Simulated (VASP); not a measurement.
# MgO (Cm) in VASP: notebook, part 2 of 2

VASP 6.6.1.

## (3) Single point, PBE (atoms displaced along a vibrational mode, the cell strained)

INCAR

```
SYSTEM = MgO
  ALGO = Normal
  EDIFF = 1E-6
  ENCUT = 520
  GGA = PE
  ISIF = 2
  ISMEAR = 0
  LASPH = .TRUE.
  LCHARG = .TRUE.
  LELF = .TRUE.
  LREAL = .FALSE.
  LVHAR = .TRUE.
  LWAVE = .FALSE.
  NBANDS = 16
  NELM = 80
  PREC = Accurate
  SIGMA = 0.05
```

KPOINTS

```
k-points
0
G
  9 9 6
  0 0 0
```

POSCAR

```
MgO
1.0
    3.3981675358      0.0000000000      0.0000000000
   -1.6990837679      2.9428994123      0.0000000000
    0.0000000000      0.0000000000      5.2495861087
Mg O
2 2
Direct
    0.3422748310      0.6845496620      0.0063188067
    0.6756081643      0.3512163287      0.5063188067
    0.3197497906      0.6394995812      0.3982811933
    0.6530831239      0.3061662478      0.8982811933
```

Potentials or basis: VASP PAW PBE potentials, release 64 (Mg, O).

Command:

```
cat potpaw_PBE.64/Mg/POTCAR potpaw_PBE.64/O/POTCAR > POTCAR
mpirun -np 1 vasp_std > vasp.out
```

OUTCAR:

```text
SYSTEM = MgO
   EDIFF = 1E-6
   ENCUT = 520
   GGA = PE
   ISIF = 2
   ISMEAR = 0
   LASPH = .TRUE.
   LREAL = .FALSE.
   NELM = 80
   PREC = Accurate

 ion  position               nearest neighbor table
   1  0.342  0.685  0.006-   4 1.92   3 2.06   4 2.11   4 2.11   2 3.28   2 3.28   2 3.28   2 3.28
                             2 3.28   2 3.28
   2  0.676  0.351  0.506-   3 1.98   3 1.98   4 2.06   3 2.17   1 3.28   1 3.28   1 3.28   1 3.28
                             1 3.28   1 3.28
   3  0.320  0.639  0.398-   2 1.98   2 1.98   1 2.06   2 2.17
   4  0.653  0.306  0.898-   1 1.92   2 2.06   1 2.11   1 2.11

  LATTYP: Found a hexagonal cell.
 ALAT       =     3.3981675358
 C/A-ratio  =     1.5448285152

  Lattice vectors:

 A1 = (   3.3981675358,   0.0000000000,   0.0000000000)
 A2 = (  -1.6990837679,   2.9428994123,   0.0000000000)
 A3 = (   0.0000000000,   0.0000000000,   5.2495861087)

Analysis of symmetry for initial positions (statically):
=====================================================================
 Subroutine PRICEL returns:
[... 172 lines left out ...]
  free energy    TOTEN  =       -23.31170473 eV

  energy without entropy =      -23.31170473  energy(sigma->0) =      -23.31170473

 E-fermi :   0.8246     XC(G=0):  -9.2918

 val. band max:        0.5297603672   @ k =   0.0000   0.0000   0.0000
 cond. band min:       3.5004360424   @ k =   0.0000   0.0000   0.0000
 fundamental gap:      2.9706756753
 Fermi energy:         0.8246413792

 k-point     1 :       0.0000    0.0000    0.0000
  band No.  band energies     occupation
      1     -15.3517      2.00000
      2     -14.7394      2.00000
      3      -2.4122      2.00000
      4      -0.1024      2.00000
      5      -0.0911      2.00000
      6       0.2455      2.00000
[... 433 lines left out ...]
      3      -1.9764      2.00000
      4      -1.3146      2.00000
      5      -0.9951      2.00000
      6      -0.8491      2.00000
[... 8 lines left out ...]
     15      13.2058      0.00000
     16      15.4230      0.00000

 [... further k-points ...]
[... 5 lines left out ...]
  --------------------------------------------------------------------------------------
  -------------------------------------------------------------------------------------
  Total       -2.3509638     -1.9360277     -2.3031767      0.0000000     -0.6384185      0.0000000
  in kB      -71.7482417    -59.0849510    -70.2898429      0.0000000    -19.4836698      0.0000000
  external PRESSURE =     -67.0410119 kB  Pullay stress =       0.0000000 kB

 VOLUME and BASIS-vectors are now :
 -----------------------------------------------------------------------------
  energy-cutoff  :      520.00
  volume of cell :       52.50
      direct lattice vectors                 reciprocal lattice vectors
     3.398167536  0.000000000  0.000000000     0.294276250  0.169900472  0.000000000
    -1.699083768  2.942899412  0.000000000     0.000000000  0.339800945  0.000000000
     0.000000000  0.000000000  5.249586109     0.000000000  0.000000000  0.190491208

 POSITION                                       TOTAL-FORCE (eV/Angst)
 -----------------------------------------------------------------------------------
     -0.00000      2.01456      0.03317         0.000000     -1.179798      0.193171
      1.69908      1.03359      2.65796        -0.000000     -0.738563      0.157962
      0.00000      1.88198      2.09081         0.000000      0.738964     -0.156934
      1.69908      0.90102      4.71560         0.000000      1.179397     -0.194200
 -----------------------------------------------------------------------------------
    total drift:                               -0.000001      0.000402      0.000763

  FREE ENERGIE OF THE ION-ELECTRON SYSTEM (eV)
  ---------------------------------------------------
  free  energy   TOTEN  =       -23.3117047318 eV

  energy  without entropy=      -23.3117047318  energy(sigma->0) =      -23.31170473
```

OSZICAR:

```text
N       E                     dE             d eps       ncg     rms          rms(c)
DAV:   1     0.613849284215E+02    0.61385E+02   -0.73249E+03  4480   0.871E+02
DAV:   2    -0.231321698950E+02   -0.84517E+02   -0.77933E+02  6144   0.191E+02
DAV:   3    -0.275807807111E+02   -0.44486E+01   -0.44383E+01  5080   0.462E+01
DAV:   4    -0.276002180661E+02   -0.19437E-01   -0.19437E-01  5576   0.361E+00
DAV:   5    -0.276003201818E+02   -0.10212E-03   -0.10212E-03  5184   0.253E-01    0.117E+01
DAV:   6    -0.234029084645E+02    0.41974E+01   -0.13186E+01  4480   0.264E+01    0.427E+00
DAV:   7    -0.233214521724E+02    0.81456E-01   -0.24136E-01  4552   0.388E+00    0.224E+00
DAV:   8    -0.233134827744E+02    0.79694E-02   -0.12140E-01  4608   0.368E+00    0.538E-01
DAV:   9    -0.233105990740E+02    0.28837E-02   -0.44641E-03  5752   0.610E-01    0.151E-01
DAV:  10    -0.233116730506E+02   -0.10740E-02   -0.13296E-03  4536   0.237E-01    0.275E-02
DAV:  11    -0.233116969801E+02   -0.23929E-04   -0.24971E-05  5360   0.374E-02    0.154E-02
DAV:  12    -0.233117041327E+02   -0.71526E-05   -0.77216E-06  4536   0.214E-02    0.729E-03
DAV:  13    -0.233117047318E+02   -0.59911E-06   -0.18492E-06  4632   0.109E-02
   1 F= -.23311705E+02 E0= -.23311705E+02  d E =-.455271E-19
```

stdout:

```text
POSCAR found type information on POSCAR MgO
 POSCAR found :  2 types and       4 ions
 scaLAPACK will be used
 LDA part: xc-table for (Slater+PW92), standard interpolation
 POSCAR, INCAR and KPOINTS ok, starting setup
 FFT: planning ... GRIDC
 FFT: planning ... GRID_SOFT
 FFT: planning ... GRID
 WAVECAR not read
 entering main loop
```

Run time: 82 s. Hardware: 1 thread of Intel Xeon Platinum 8259CL at 2.50GHz (Skylake/Cascade Lake), shared host; peak memory 0.25 GiB.

Results:

```
Free energy            : -23.3117 eV
Pressure               : -6.7 GPa
Largest force          : 1.196 eV/Å
Band gap on the k mesh : 2.97 eV
```

Forces on the atoms (eV/Å):
```
Mg   0.000 -1.180  0.193
Mg   0.000 -0.739  0.158
O    0.000  0.739 -0.157
O    0.000  1.179 -0.194
```

Stress tensor (GPa, compression positive):
```
-7.17  0.00  0.00
 0.00 -5.91 -1.95
 0.00 -1.95 -7.03
```

Levels at points of the mesh, in eV from the valence-band top:
| k point | band 6 | band 7 | band 8 | band 9 | band 10 | band 11 |
| --- | --- | --- | --- | --- | --- | --- |
| (0.00, 0.00, 0.00) | -0.28 | -0.27 | 0.00 | 2.97 | 7.76 | 9.41 |
| (0.00, 0.00, 0.50) | -0.55 | -0.34 | -0.32 | 5.34 | 5.35 | 12.17 |

Caveat: the cell differs from its parent crystal (atoms displaced along a vibrational mode, the cell strained); the cell stands under tension; forces of over 1 eV/Å act on the atoms, so gaps and moduli don't describe the material at rest. A k mesh can miss the band edges.
